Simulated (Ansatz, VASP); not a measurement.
## HfO2: VASP beside Ansatz

```xyz
12
Lattice="5.2465 0.0000 0.0000 0.0000 5.0304 0.0000 0.0000 0.0000 5.0087" Properties=species:S:1:pos:R:3 pbc="T T T"
Hf    0.1698    1.3444    1.2145
Hf    2.4535    1.3444    3.7188
Hf    2.7931    3.6860    1.2145
Hf    5.0767    3.6860    3.7188
O     1.9346    0.3633    1.8944
O     0.6887    0.3633    4.3988
O     3.8488    2.3142    2.4658
O     4.0210    2.3142    4.9701
O     1.3977    2.7162    4.9701
O     1.2256    2.7162    2.4658
O     4.5578    4.6671    1.8944
O     3.3119    4.6671    4.3988
```

Change from the starting cell: uniaxial_z strain -1.0%.

Alike in both runs: task single point; functional r2SCAN; k mesh 6 × 6 × 6; no spin polarisation.

|  | VASP | Ansatz |
| --- | --- | --- |
| version | VASP 6.6.1 | Ansatz 0.2.0 |
| potentials or method | VASP PAW PBE potentials, release 64 (Hf_pv, O) | plane waves, PAW |
| plane-wave cutoff (eV) | 520 | 500 |
| occupations | gaussian, width 0.01 eV | fixed |
| valence electrons in the cell | 88 | 152 |

|  | VASP | Ansatz | Ansatz less VASP |
| --- | --- | --- | --- |
| gap on the k mesh at the Fermi level (eV) | 4.95 | 5.00 | +0.047 |
| pressure (GPa) | -1.4 | 2.2 | +3.62 |
| traceless stress, the component that is largest in VASP (GPa) | 2.05 | 1.90 | -0.147 |
| rms of the force components (eV/Å) | 0.031 | 0.002 | -0.0292 |

VASP's potentials were made for PBE, not for r2SCAN. Atom by atom the forces differ by 0.031 eV/Å (rms over components). VASP's potentials hold 88 valence electrons a cell and Ansatz's 152, so a difference there can come from the potentials and not from the codes.

Neither program's run includes spin-orbit coupling.
